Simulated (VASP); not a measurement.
A run of VASP 6.6.1 is set up as follows.

The input INCAR:

```
  PREC = Accurate
  ENCUT = 600
  EDIFF = 1E-7
  ISMEAR = -1
  SIGMA = 0.05
  LREAL = False
  LASPH = True
  NELM = 150
  ALGO = Normal
  ISIF = 3
  LWAVE = False
  LCHARG = False
  ISPIN = 2
  MAGMOM = 1
  LORBIT = 11
  LMAXMIX = 4
  GGA = RE
  IBRION = 2
  NSW = 80
  EDIFFG = -0.01
```

KPOINTS

```
regular mesh
0
Gamma
  14 14 14
```

POSCAR

```
Ir
1.0
    0.0000000000      1.9197000000      1.9197000000
    1.9197000000      0.0000000000      1.9197000000
    1.9197000000      1.9197000000      0.0000000000
Ir
1
Direct
    0.0000000000      0.0000000000      0.0000000000
```

Potentials or basis: VASP PAW PBE potentials, release 64 (Ir).

The run is started by

```sh
$ cat potpaw_PBE.64/Ir/POTCAR > POTCAR
$ mpirun -np 1 vasp_std > vasp.out
```

(1) Predict the net moment.

(2) Predict the relaxed volume.

(3) What does it give for the relaxed cell?

(4) Estimate the space group after relaxing (to 0.05 Å).

## Answers

(1) 0.00 μB per cell.

(2) 14.65 Å³/atom.

(3) a = 2.747 Å, b = 2.747 Å, c = 2.747 Å, α = 60.00°, β = 60.00°, γ = 60.00°.

(4) Fm-3m (No. 225).

Caveat: the PAW data sets were made with another functional, which shifts forces and pressure a little.
